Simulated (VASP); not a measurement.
# Mo (P6_3/mmc) in VASP: a series of runs, part 2 of 3

VASP 6.6.1. The steps go on from the part before.

## Step 4: Relaxation of cell and atoms, r2SCAN

This run uses another cell than the first one, of 15.52 Å³/atom, 0.987 times its volume.

The input, POSCAR:

```
Mo
1.0
    2.8000000000      0.0000000000      0.0000000000
   -1.4000000000      2.4248711306      0.0000000000
    0.0000000000      0.0000000000      4.5724000000
Mo
2
Direct
    0.3333333333      0.6666666667      0.2500000000
    0.6666666667      0.3333333333      0.7500000000
```

The input, INCAR.step1:

```
PREC = Accurate
ENCUT = 600
ISMEAR = -1
SIGMA = 0.1
LREAL = False
LASPH = True
NELM = 80
GGA = PE
ALGO = Normal
EDIFF = 1E-4
LWAVE = True
LCHARG = False
```

The input, INCAR.step2:

```
PREC = Accurate
ENCUT = 600
EDIFF = 1E-6
ISMEAR = -1
SIGMA = 0.1
LREAL = False
LASPH = True
NELM = 80
ALGO = Normal
ISIF = 3
LWAVE = False
LCHARG = False
METAGGA = R2SCAN
LMIXTAU = True
IBRION = 2
NSW = 80
EDIFFG = -0.01
ISTART = 1
```

The input, KPOINTS:

```
Automatic mesh
0
Gamma
  7 7 4
```

Potentials or basis: VASP PAW PBE potentials, release 64 (Mo_sv).

Command:

```sh
$ cat potpaw_PBE.64/Mo_sv/POTCAR > POTCAR
$ cp INCAR.step1 INCAR
$ mpirun -np 1 vasp_std > vasp.out
$ cp INCAR.step2 INCAR
$ mpirun -np 1 vasp_std > vasp.out
```

OUTCAR:

```text
PREC = Accurate
   ENCUT = 600
   EDIFF = 1E-6
   ISMEAR = -1
   LREAL = False
   LASPH = True
   NELM = 80
   ISIF = 3
   METAGGA = R2SCAN
   IBRION = 2
   NSW = 80
   EDIFFG = -0.01
   ISTART = 1

 ion  position               nearest neighbor table
   1  0.333  0.667  0.250-   2 2.80   2 2.80   2 2.80   2 2.80   2 2.80   2 2.80
   2  0.667  0.333  0.750-   1 2.80   1 2.80   1 2.80   1 2.80   1 2.80   1 2.80

  LATTYP: Found a hexagonal cell.
 ALAT       =     2.8000000000
 C/A-ratio  =     1.6330000000

  Lattice vectors:

 A1 = (   2.8000000000,   0.0000000000,   0.0000000000)
 A2 = (  -1.4000000000,   2.4248711306,   0.0000000000)
 A3 = (   0.0000000000,   0.0000000000,   4.5724000000)

Analysis of symmetry for initial positions (statically):
=====================================================================
 Subroutine PRICEL returns:
 Original cell was already a primitive cell.

 Routine SETGRP: Setting up the symmetry group for a
 hexagonal supercell.

 Subroutine GETGRP returns: Found 24 space group operations
 (whereof 12 operations were pure point group operations)
 out of a pool of 24 trial point group operations.

The static configuration has the point symmetry D_3d.
 The point group associated with its full space group is D_6h.

Analysis of symmetry for dynamics (positions and initial velocities):
=====================================================================
 Subroutine PRICEL returns:
 Original cell was already a primitive cell.

 Routine SETGRP: Setting up the symmetry group for a
 hexagonal supercell.

 Subroutine GETGRP returns: Found 24 space group operations
 (whereof 12 operations were pure point group operations)
 out of a pool of 24 trial point group operations.

The dynamic configuration has the point symmetry D_3d.
 The point group associated with its full space group is D_6h.

 Subroutine INISYM returns: Found 24 space group operations
 (whereof 12 operations are pure point group operations),
 and found     1 'primitive' translations

----------------------------------------------------------------------------------------

                                     Primitive cell

  volume of cell :      31.0449

  direct lattice vectors                    reciprocal lattice vectors
     2.800000000  0.000000000  0.000000000     0.357142857  0.206196525  0.000000000
    -1.400000000  2.424871131  0.000000000     0.000000000  0.412393049  0.000000000
     0.000000000  0.000000000  4.572400000     0.000000000  0.000000000  0.218703526

  length of vectors
     2.800000000  2.800000000  4.572400000     0.412393049  0.412393049  0.218703526

  position of ions in fractional coordinates (direct lattice)
     0.333333333  0.666666667  0.250000000
     0.666666667  0.333333333  0.750000000

  ion indices of the primitive-cell ions
   primitive index   ion index
                 1           1
                 2           2

----------------------------------------------------------------------------------------

 KPOINTS: Automatic mesh

Automatic generation of k-mesh.
 Grid dimensions read from file:
 generate k-points for:    7    7    4

 Generating k-lattice:

  Cartesian coordinates                     Fractional coordinates (reciprocal lattice)
     0.051020408  0.029456646  0.000000000     0.142857143  0.000000000  0.000000000
     0.000000000  0.058913293  0.000000000     0.000000000  0.142857143  0.000000000
     0.000000000  0.000000000  0.054675881     0.000000000  0.000000000  0.250000000

  Length of vectors
     0.058913293  0.058913293  0.054675881

  Shift w.r.t. Gamma in fractional coordinates (k-lattice)
     0.000000000  0.000000000  0.000000000

 Subroutine IBZKPT returns following result:
 ===========================================

 Found     24 irreducible k-points:

 Following reciprocal coordinates:
            Coordinates               Weight
  0.000000  0.000000  0.000000      1.000000
  0.142857 -0.000000  0.000000      6.000000
  0.285714  0.000000  0.000000      6.000000
  0.428571 -0.000000  0.000000      6.000000
  0.142857  0.142857  0.000000      6.000000
  0.285714  0.142857  0.000000     12.000000
[... 16 lines left out ...]
  0.428571  0.142857  0.500000      6.000000
  0.285714  0.285714  0.500000      6.000000
   k-points           NKPTS =     24   k-points in BZ     NKDIM =     24   number of bands    NBANDS=     18
   number of dos      NEDOS =    301   number of ions     NIONS =      2
   total plane-waves  NPLWV =  23040
   dimension x,y,z NGX =    24 NGY =   24 NGZ =   40
   dimension x,y,z NGXF=    48 NGYF=   48 NGZF=   80
   ions per type =               2
   NGX,Y,Z   is equivalent  to a cutoff of  14.25, 14.25, 14.54 a.u.
   NGXF,Y,Z  is equivalent  to a cutoff of  28.50, 28.50, 29.09 a.u.
 SYSTEM =  unknown system
   PREC   = accura    normal or accurate (medium, high low for compatibility)
   ISTART =      1    job   : 0-new  1-cont  2-samecut
   ICHARG =      0    charge: 1-file 2-atom 10-const
   ISPIN  =      1    spin polarized calculation?
   LNONCOLLINEAR =      F non collinear calculations
   LSORBIT =      F    spin-orbit coupling
   LASPH  =      T    aspherical Exc in radial PAW
   ENCUT  =  600.0 eV  44.10 Ry    6.64 a.u.   5.59  5.59  9.13*2*pi/ulx,y,z
   NELM   =     80;   NELMIN=  2; NELMDL=  0     # of ELM steps
   EDIFF  = 0.1E-05   stopping-criterion for ELM
   LREAL  =      F    real-space projection
   EDIFFG = -.1E-01   stopping-criterion for IOM
   NSW    =     80    number of steps for IOM
   IBRION =      2    ionic relax: 0-MD 1-quasi-New 2-CG
   NFREE  =      1    steps in history (QN), initial steepest desc. (CG)
   ISIF   =      3    stress and relaxation
   ISYM   =      2    0-nonsym 1-usesym 2-fastsym
   POTIM  = 0.5000    time-step for ionic-motion
   TEBEG  =    0.0;   TEEND  =   0.0 temperature during run
   PSTRESS=    0.0 pullay stress
   NELECT =      28.0000    total number of electrons
   NUPDOWN=      -1.0000    fix difference up-down
   EMIN   =  10.00;   EMAX   =-10.00  energy-range for DOS
   EFERMI =   0.00;   METHOD = LEGACY
   ISMEAR =    -1;   SIGMA  =   0.10  broadening in eV -4-tet -1-fermi 0-gaus
   EFERMI_NEDOS =   21; number of points for ismear=-14 and -15
   IALGO  =     38    algorithm
   IMIX   =      4    mixing-type and parameters
     AMIX     =   0.40;   BMIX     =  1.00
     AMIX_MAG =   1.60;   BMIX_MAG =  1.00
  volume/ion in A,a.u.               =      15.52       104.75
  Fermi-wavevector in a.u.,A,eV,Ry     =   1.581723  2.989024 34.039721  2.501849
  Thomas-Fermi vector in A             =   2.681755
   LORBIT       =      0    0 simple, 1 ext, 2 COOP (PROOUT), +10 PAW based schemes
   METAGGA = R2SCAN    functional components
   LHFCALC =     F    Hartree Fock is set to
   AEXX    =    0.0000 exact exchange contribution
   IVDW    =     0    specifies the selected vdW correction
   LEPSILON=     F    determine dielectric tensor
   LRPA    =     F    only Hartree local field effects (RPA)
 conjugate gradient relaxation of ions
 non-spin polarized calculation
  energy-cutoff  :      600.00
  volume of cell :       31.04
 maximum number of plane-waves:      1050
 NGX is ok and might be reduce to    24
   NGX = 11   NGY = 11   NGZ = 19

--------------------------------------- Ionic step        1  -------------------------------------------

 number of electron      28.0000000 magnetization

 Free energy of the ion-electron system (eV)
  ---------------------------------------------------
  ext. energy  EPLUGINS =         0.00000000
  ---------------------------------------------------
  free energy    TOTEN  =       -51.08284441 eV

  energy without entropy =      -50.98586078  energy(sigma->0) =      -51.03435260

------------------------ aborting loop because EDIFF is reached ----------------------------------------

  FORCE on cell =-STRESS in cart. coord.  units (eV):
  Direction    XX          YY          ZZ          XY          YZ          ZX
  --------------------------------------------------------------------------------------
  -------------------------------------------------------------------------------------
  Total        1.0570539      1.0570539      1.7082238      0.0000000      0.0000000      0.0000000
  in kB       54.5527710     54.5527710     88.1585500      0.0000000      0.0000000      0.0000000
  external PRESSURE =      65.7546973 kB  Pullay stress =       0.0000000 kB
[... 89 lines left out ...]
  FREE ENERGIE OF THE ION-ELECTRON SYSTEM (eV)
  ---------------------------------------------------
  free  energy   TOTEN  =       -51.1016480425 eV

  energy  without entropy=      -50.9979811675  energy(sigma->0) =      -51.04981460

[... ionic steps 4 to 9 ...]

--------------------------------------- Ionic step       10  -------------------------------------------

 number of electron      27.9999999 magnetization

------------------------ aborting loop because EDIFF is reached ----------------------------------------
[... 67 lines left out ...]
--------------------------------------- Ionic step       12  -------------------------------------------

 number of electron      27.9999998 magnetization

 Free energy of the ion-electron system (eV)
  ---------------------------------------------------
  ext. energy  EPLUGINS =         0.00000000
  ---------------------------------------------------
  free energy    TOTEN  =       -51.18580877 eV

  energy without entropy =      -51.09928496  energy(sigma->0) =      -51.14254687

 E-fermi :  11.7522     XC(G=0): -14.4185

 val. band max:       11.7497230301   @ k =   0.2857   0.2857   0.0000
 cond. band min:      11.7869452293   @ k =   0.1429  -0.0000   0.2500
 fundamental gap:      0.0372221992
 Fermi energy:        11.7522276795

 k-point     1 :       0.0000    0.0000    0.0000
  band No.  band energies     occupation
      1     -51.0445      2.00000
      2     -50.8836      2.00000
      3     -24.8698      2.00000
      4     -23.7921      2.00000
      5     -23.5784      2.00000
      6     -23.5784      2.00000
[... 522 lines left out ...]
  FREE ENERGIE OF THE ION-ELECTRON SYSTEM (eV)
  ---------------------------------------------------
  free  energy   TOTEN  =       -51.1858087743 eV

  energy  without entropy=      -51.0992849597  energy(sigma->0) =      -51.14254687

 reached required accuracy - stopping structural energy minimisation
```

OUTCAR.step1:

```text
PREC = Accurate
   ENCUT = 600
   ISMEAR = -1
   LREAL = False
   LASPH = True
[... 725 lines left out ...]
     -0.00000      1.61658      1.14310        -0.000000      0.000000      0.000000
      1.40000      0.80829      3.42930         0.000000     -0.000000      0.000000
 -----------------------------------------------------------------------------------
    total drift:                               -0.000000      0.000000     -0.000000

  FREE ENERGIE OF THE ION-ELECTRON SYSTEM (eV)
  ---------------------------------------------------
  free  energy   TOTEN  =       -20.9495054888 eV

  energy  without entropy=      -20.8500642946  energy(sigma->0) =      -20.89978489
```

Run time: 4 min. Hardware: 1 thread of Intel Xeon 6975P-C (Granite Rapids), shared host; peak memory 0.18 GiB.

What came out:

* Free energy: -51.1858 eV
* Relaxed volume: 16.10 Å³/atom
* Relaxed cell: a = 2.742 Å, b = 2.742 Å, c = 4.945 Å, α = 90.00°, β = 90.00°, γ = 120.00°
* Space group after relaxing (to 0.05 Å): P6_3/mmc (No. 194)
* Energy gained by relaxing: 51.5 meV/atom
* Ionic steps: 12
* Pressure after relaxing: 0.0 GPa
* Band gap on the k mesh: zero (band 14 reaches 13.26 eV, above the bottom of band 15 at 11.19 eV)

Step by step:
```tsv
step	energy change (eV)	largest force (eV/Å)	pressure (GPa)	volume (Å³)
1	0.0000	0.0000	6.58	31.04
2	0.0689	0.0000	-13.92	33.99
3	-0.0188	0.0000	-0.74	31.95
4	-0.0409	0.0000	-1.25	32.10
5	-0.1003	0.0000	-2.08	32.45
6	-0.0985	0.0000	-1.99	32.53
7	-0.1012	0.0000	-2.08	32.48
8	-0.0673	0.0000	9.10	31.22
9	-0.1028	0.0000	-0.25	32.25
10	-0.1028	0.0000	-0.20	32.25
11	-0.1029	0.0000	0.18	32.18
12	-0.1030	0.0000	-0.01	32.21
```

Final structure:
```
CELL_PARAMETERS angstrom
2.74226 0.00000 0.00000
-1.37113 2.37487 0.00000
0.00000 0.00000 4.94546
ATOMIC_POSITIONS crystal
Mo 0.33333 0.66667 0.25000
Mo 0.66667 0.33333 0.75000
```

Levels at points of the mesh, in eV from the Fermi level:
| k point | band 10 | band 11 | band 12 | band 13 | band 14 | band 15 | band 16 | band 17 | band 18 |
| --- | --- | --- | --- | --- | --- | --- | --- | --- | --- |
| (0.00, 0.00, 0.00) | -5.00 | -1.96 | -0.62 | -0.62 | -0.14 | -0.14 | 0.37 | 1.78 | 1.78 |
| (0.00, 0.00, 0.50) | -5.48 | -2.12 | -2.12 | -0.57 | -0.57 | -0.57 | -0.57 | 2.98 | 2.98 |

Caveat: the k points lie up to 0.38 Å⁻¹ apart in the final cell; the PAW data sets were made with another functional, which shifts forces and pressure a little.

## Step 5: Relaxation of cell and atoms, r2SCAN, target pressure 5 GPa, at which the enthalpy is minimised

This run uses another cell than the first one, of 15.52 Å³/atom, 0.987 times its volume.

POSCAR is that of step 4.

The input, INCAR.step1:

```
ALGO = Normal
EDIFF = 1E-4
ENCUT = 600
GGA = PE
ISMEAR = -1
LASPH = True
LCHARG = False
LREAL = False
LWAVE = True
NELM = 100
PREC = Accurate
SIGMA = 0.1
```

The input, INCAR.step2:

```
ALGO = Normal
EDIFF = 1E-6
EDIFFG = -0.01
ENCUT = 600
IBRION = 2
ISIF = 3
ISMEAR = -1
ISTART = 1
LASPH = True
LCHARG = False
LMIXTAU = True
LREAL = False
LWAVE = False
METAGGA = R2SCAN
NELM = 100
NSW = 80
PREC = Accurate
PSTRESS = 50.0
SIGMA = 0.1
```

The input, KPOINTS:

```
k-points
0
Gamma
  7 7 4
```

Command:

```sh
$ cat potpaw_PBE.64/Mo_sv/POTCAR > POTCAR
$ cp INCAR.step1 INCAR
$ mpirun -np 1 vasp_std > vasp.out
$ cp INCAR.step2 INCAR
$ mpirun -np 1 vasp_std > vasp.out
```

Run time: 6 min. Hardware: 1 thread of Intel Xeon 6975P-C (Granite Rapids), shared host; peak memory 0.17 GiB.

Results (log left out):

```yaml
Free_energy: -51.1758 eV
Relaxed_volume: 15.78 Å³/atom
Relaxed_cell: a = 2.727 Å, b = 2.727 Å, c = 4.900 Å, α = 90.00°, β = 90.00°, γ = 120.00°
Space_group_after_relaxing_to_0.05_Å: P6_3/mmc (No. 194)
Energy_change_on_relaxing_the_enthalpy_is_what_falls: -46.5 meV/atom
Ionic_steps: 20
Pressure_after_relaxing: 5.1 GPa
Band_gap_on_the_k_mesh: zero (band 14 reaches 13.58 eV, above the bottom of band 15 at 11.47 eV)
```

Step by step:
```tsv
step	energy change (eV)	largest force (eV/Å)	pressure (GPa)	volume (Å³)
1	0.0000	0.0000	6.58	31.04
2	-0.0271	0.0000	1.25	31.73
3	-0.0240	0.0000	2.01	31.63
4	-0.0292	0.0000	1.61	31.70
5	-0.0410	0.0000	0.73	31.85
6	-0.0649	0.0000	-0.93	32.14
7	-0.0951	0.0000	-3.95	32.70
8	-0.0892	0.0000	-2.91	32.49
9	-0.0948	0.0000	-2.57	32.47
10	-0.1019	0.0000	-1.62	32.42
11	-0.1019	0.0000	-1.30	32.40
12	-0.1027	0.0000	-0.38	32.27
13	-0.1005	0.0000	2.51	31.88
14	-0.0732	0.0000	8.74	31.12
15	-0.0936	0.0000	4.83	31.59
16	-0.0931	0.0000	4.97	31.57
17	-0.0931	0.0000	4.98	31.57
18	-0.0930	0.0000	5.04	31.57
19	-0.0928	0.0000	5.16	31.56
20	-0.0929	0.0000	5.09	31.56
```

Final structure:
```xyz
2
Lattice="2.7273 0.0000 0.0000 -1.3636 2.3619 0.0000 0.0000 0.0000 4.9002" Properties=species:S:1:pos:R:3 pbc="T T T"
Mo    0.0000    1.5746    1.2251
Mo    1.3636    0.7873    3.6752
```

Levels at points of the mesh, in eV from the Fermi level:
```csv
k point,band 11,band 12,band 13,band 14,band 15,band 16,band 17,band 18
"(0.00, 0.00, 0.00)",-1.97,-0.65,-0.65,-0.14,-0.14,0.46,1.79,1.79
"(0.00, 0.00, 0.50)",-2.13,-2.13,-0.59,-0.59,-0.59,-0.59,3.05,3.05
```

Caveat: the k points lie up to 0.38 Å⁻¹ apart in the final cell; the cell is relaxed towards a set pressure, so the enthalpy falls and the energy may rise; the PAW data sets were made with another functional, which shifts forces and pressure a little.

## Step 6: Relaxation of cell and atoms, r2SCAN, target pressure 10 GPa, at which the enthalpy is minimised

This run uses another cell than the first one, of 15.52 Å³/atom, 0.987 times its volume.

POSCAR is that of step 5.

The input, INCAR.step1:

```
SYSTEM = Mo
PREC     = Accurate       ! precision mode
ENCUT    = 600            ! plane-wave cutoff, eV
ISMEAR   = -1             ! smearing method
SIGMA    = 0.1            ! smearing width, eV
LREAL    = .False.        ! projectors in reciprocal space
LASPH    = .True.         ! aspherical terms in the spheres
NELM     = 100            ! most SCF steps
GGA      = PE             ! functional
ALGO     = Normal         ! electronic algorithm
EDIFF    = 1E-4           ! SCF threshold, eV
LWAVE    = .True.         ! write WAVECAR
LCHARG   = .False.        ! write CHGCAR
```

The input, INCAR.step2:

```
SYSTEM = Mo
PREC     = Accurate       ! precision mode
ENCUT    = 600            ! plane-wave cutoff, eV
EDIFF    = 1E-6           ! SCF threshold, eV
ISMEAR   = -1             ! smearing method
SIGMA    = 0.1            ! smearing width, eV
LREAL    = .False.        ! projectors in reciprocal space
LASPH    = .True.         ! aspherical terms in the spheres
NELM     = 100            ! most SCF steps
ALGO     = Normal         ! electronic algorithm
ISIF     = 3              ! what is computed and relaxed
LWAVE    = .False.        ! write WAVECAR
LCHARG   = .False.        ! write CHGCAR
METAGGA  = R2SCAN         ! meta-GGA
LMIXTAU  = .True.       
IBRION   = 2              ! ionic algorithm
NSW      = 80             ! ionic steps
EDIFFG   = -0.01          ! ionic threshold
PSTRESS  = 100.0        
ISTART   = 1
```

The input, KPOINTS:

```
Automatic mesh
0
Gamma
  7 7 4
  0 0 0
```

Potentials or basis: VASP PAW PBE potentials, release 64 (Mo_sv).

Command:

```sh
$ cat potpaw_PBE.64/Mo_sv/POTCAR > POTCAR
$ cp INCAR.step1 INCAR
$ mpirun -np 1 vasp_std > vasp.out
$ cp INCAR.step2 INCAR
$ mpirun -np 1 vasp_std > vasp.out
```

Wall time 5.7 min (1 thread of Intel Xeon 6975P-C (Granite Rapids), shared host); peak memory 0.17 GiB.

It converged, with:

| Item | Value |
| --- | --- |
| Free energy | -51.1489 eV |
| Relaxed volume | 15.50 Å³/atom |
| Relaxed cell | a = 2.714 Å, b = 2.714 Å, c = 4.860 Å, α = 90.00°, β = 90.00°, γ = 120.00° |
| Space group after relaxing (to 0.05 Å) | P6_3/mmc (No. 194) |
| Energy change on relaxing (the enthalpy is what falls) | -33.0 meV/atom |
| Ionic steps | 19 |
| Pressure after relaxing | 10.1 GPa |
| Band gap on the k mesh | zero (band 14 reaches 13.88 eV, above the bottom of band 15 at 11.72 eV) |

The path:
```
step  energy change (eV)  largest force (eV/Å)  pressure (GPa)  volume (Å³)
   1              0.0000                0.0000            6.58        31.04
   2              0.1189                0.0000           21.62        29.58
   3              0.0219                0.0000           10.77        30.60
   4              0.0121                0.0000           11.53        30.58
   5             -0.0190                0.0000           14.18        30.48
   6              0.1560                0.0000           22.94        30.16
   7             -0.0223                0.0000           14.96        30.45
   8             -0.0213                0.0000           15.45        30.43
   9             -0.0264                0.0000           15.03        30.49
  10             -0.0320                0.0000           14.48        30.57
  11             -0.0378                0.0000           13.82        30.63
  12             -0.0535                0.0000           11.89        30.82
  13             -0.0772                0.0000            8.19        31.19
  14             -0.0672                0.0000            9.90        31.01
  15             -0.0667                0.0000           10.00        31.00
  16             -0.0666                0.0000           10.01        31.00
  17             -0.0664                0.0000           10.04        31.00
  18             -0.0659                0.0000           10.10        30.99
  19             -0.0661                0.0000           10.06        30.99
```

Final structure:
```
CELL_PARAMETERS angstrom
2.71353 0.00000 0.00000
-1.35676 2.34998 0.00000
0.00000 0.00000 4.86041
ATOMIC_POSITIONS crystal
Mo 0.33333 0.66667 0.25000
Mo 0.66667 0.33333 0.75000
```

Levels at points of the mesh, in eV from the Fermi level:
```tsv
k point	band 11	band 12	band 13	band 14	band 15	band 16	band 17	band 18
(0.00, 0.00, 0.00)	-1.99	-0.68	-0.68	-0.15	-0.15	0.55	1.80	1.80
(0.00, 0.00, 0.50)	-2.14	-2.14	-0.62	-0.62	-0.62	-0.62	3.12	3.12
```

Caveat: the k points lie up to 0.38 Å⁻¹ apart in the final cell; the cell is relaxed towards a set pressure, so the enthalpy falls and the energy may rise; the PAW data sets were made with another functional, which shifts forces and pressure a little.

(Part 2 of 3 ends here.)
